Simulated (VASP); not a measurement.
Zn2SeS: single point with PBE

System: Zn2SeS, a sheet with vacuum.

```
CELL_PARAMETERS angstrom
4.00243 0.00000 0.00000
-2.00122 3.46621 0.00000
0.00000 0.00000 30.40672
ATOMIC_POSITIONS crystal
Zn 0.33333 0.66667 0.32516
Zn 0.66667 0.33333 0.26041
Se 0.66667 0.33333 0.34989
S 0.33333 0.66667 0.24256
```

- Program: VASP 6.6.1
- Task: single point
- Functional: PBE
- Potentials or basis: VASP PAW PBE potentials, release 64 (Zn, Se, S)
- Cutoff: 520 eV
- k mesh: 12 × 12 × 1
- Occupations: gaussian, width 0.02 eV
- Spin: no spin polarisation

```
Largest force          : 0.054 eV/Å
Band gap on the k mesh : 1.74 eV
```

Forces in eV/Å, atoms in the order of the input:
```
Zn   0.000  0.000 -0.008
Zn   0.000  0.000  0.014
Se   0.000  0.000  0.048
S    0.000  0.000 -0.054
```

Levels at points of the mesh, in eV from the valence-band top:
```tsv
k point	band 15	band 16	band 17	band 18	band 19	band 20	band 21	band 22
(0.00, 0.00, 0.00)	-1.06	-0.65	0.00	0.00	1.74	2.42	5.30	5.44
(0.50, 0.00, 0.00)	-2.33	-2.17	-1.05	-0.91	2.95	3.78	4.30	5.68
```

It took 14 min on 1 thread of Intel Xeon 8259CL, with other jobs on the host, peak memory 0.6 GiB.
